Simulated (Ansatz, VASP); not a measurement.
# SiGe in VASP and in Ansatz

```xyz
4
Lattice="3.9045 0.0000 0.0000 -1.9522 3.3814 0.0000 0.0000 0.0000 6.4508" Properties=species:S:1:pos:R:3 pbc="T T T"
Si    1.9522    1.1271    5.6419
Si    0.0000    2.2542    2.4165
Ge    1.9522    1.1271    3.2279
Ge    0.0000    2.2542    0.0025
```

Alike in both runs: task single point; functional PBEsol; k mesh 12 × 12 × 6; occupations gaussian, width 0.02 eV; no spin polarisation.

```csv
,VASP,Ansatz
version,VASP 6.6.1,Ansatz 0.2.0
potentials or method,"VASP PAW PBE potentials, release 64 (Si, Ge_d), cutoff 520 eV","scalar-relativistic, plane waves, PAW"
valence electrons in the cell,36,36
```

|  | VASP | Ansatz | Ansatz less VASP |
| --- | --- | --- | --- |
| gap on the k mesh at the Fermi level (eV) | 0.35 | 0.35 | -0.001 |
| least direct gap on the mesh (eV) | 0.40 | 0.40 | -0.005 |
| pressure (GPa) | -0.3 | -0.2 | +0.02 |
| rms of the force components (eV/Å) | 0.006 | 0.006 | +0.0002 |

VASP's potentials were made for PBE, not for PBEsol. Atom by atom the forces differ by 0.000 eV/Å (rms over components). With one functional, cell and mesh, what is left measures potentials, basis and numerics.
